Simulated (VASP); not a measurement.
Input of a VASP 6.6.1 run:

The input INCAR:

```
ALGO = Normal
EDIFF = 1E-6
ENCUT = 520
GGA = PE
GGA_COMPAT = False
ISIF = 2
ISMEAR = -1
LASPH = True
LCHARG = True
LMAXMIX = 4
LORBIT = 11
LORBMOM = True
LREAL = False
LSORBIT = True
LVHAR = True
LWAVE = False
MAGMOM = 0 0 -0.569 0 0 -0.569
NBANDS = 32
NELM = 150
PREC = Accurate
SIGMA = 0.05
```

Contents of KPOINTS:

```
k-points
0
Gamma
  12 12 12
```

File POSCAR:

```
Ni
1.0
    0.0000000000      2.3241357468      2.3241357468
    2.3241357468      0.0000000000      2.3241357468
    2.3241357468      2.3241357468      0.0000000000
Ni
2
Direct
    0.0000000000      0.0000000000      0.0000000000
    0.5000000000      0.5000000000      0.5000000000
```

Potentials or basis: VASP PAW PBE potentials, release 64 (Ni).

Run with:

```sh
$ cat potpaw_PBE.64/Ni/POTCAR > POTCAR
$ mpirun -np 1 vasp_ncl > vasp.out
```

(1) Predict the pressure.

(2) Predict the net moment.

## Answers

(1) 0.9 GPa.

(2) 1.05 μB per cell.
